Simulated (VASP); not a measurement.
Input of a VASP 6.6.1 run:

INCAR

```
SYSTEM = Pd
PREC     = Accurate       ! precision mode
ENCUT    = 520            ! plane-wave cutoff, eV
EDIFF    = 1E-8           ! SCF threshold, eV
ISMEAR   = -1             ! smearing method
SIGMA    = 0.05           ! smearing width, eV
LREAL    = .FALSE.        ! projectors in reciprocal space
LASPH    = .TRUE.         ! aspherical terms in the spheres
NELM     = 60             ! most SCF steps
ALGO     = Normal         ! electronic algorithm
ISIF     = 2              ! what is computed and relaxed
LWAVE    = .FALSE.        ! write WAVECAR
LCHARG   = .FALSE.        ! write CHGCAR
LEFG     = .TRUE.       
NBANDS   = 11             ! bands
```

Contents of KPOINTS:

```
Automatic mesh
0
G
  18 18 18
  0 0 0
```

The input POSCAR:

```
Pd
1.0
    0.0000000000      1.9449000000      1.9254510000
    1.9449000000      0.0000000000      1.9254510000
    1.9449000000      1.9449000000      0.0000000000
Pd
1
Direct
    0.0000000000      0.0000000000      0.0000000000
```

Potentials or basis: VASP PAW LDA potentials, release 64 (Pd).

Run with:

```bash
$ cat potpaw_LDA.64/Pd/POTCAR > POTCAR
$ mpirun -np 1 vasp_std > vasp.out
```

(1) What does it give for the pressure?

(2) Predict the band gap on the k mesh.

## Answers

(1) -5.9 GPa.

(2) zero (band 5 reaches 10.14 eV, above the bottom of band 6 at 8.53 eV).

Caveat: the cell differs from its parent crystal (zz strain of -1 %); without QUAD_EFG the Cq values of the log hold for a quadrupole moment of 1 mb, not for the nuclei.
